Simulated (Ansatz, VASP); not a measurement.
## One calculation of AlN, two programs

```xyz
4
Lattice="3.1192 0.0000 0.0000 -1.5596 2.7013 0.0000 0.0000 0.0000 4.9810" Properties=species:S:1:pos:R:3 pbc="T T T"
Al    0.0000    1.8009   -0.0055
Al    1.5596    0.9004    2.4850
N     0.0000    1.8009    1.8982
N     1.5596    0.9004    4.3887
```

Alike in both runs: functional LDA; k mesh 9 × 9 × 6; no spin polarisation.

Ansatz relaxed the structure, and its values are those at the end. VASP's run is a single point on that final structure, the one shown.

|  | VASP | Ansatz |
| --- | --- | --- |
| version | VASP 6.6.1 | Ansatz 0.2.0 |
| potentials or method | VASP PAW LDA potentials, release 64 (Al, N) | scalar-relativistic, plane waves, PAW |
| plane-wave cutoff (eV) | 520 | 420 |
| occupations | gaussian, width 0.01 eV | fixed |
| valence electrons in the cell | 16 | 16 |

|  | VASP | Ansatz | Ansatz less VASP |
| --- | --- | --- | --- |
| gap on the k mesh at the Fermi level (eV) | 4.17 | 4.17 | -0.006 |
| least direct gap on the mesh (eV) | 4.17 | 4.17 | -0.006 |
| pressure (GPa) | -5.0 | -5.5 | -0.52 |

LDA's correlation is that of Perdew and Zunger in VASP and of Perdew and Wang (1992) in Ansatz. Ansatz's warnings: stress scf threshold loose.
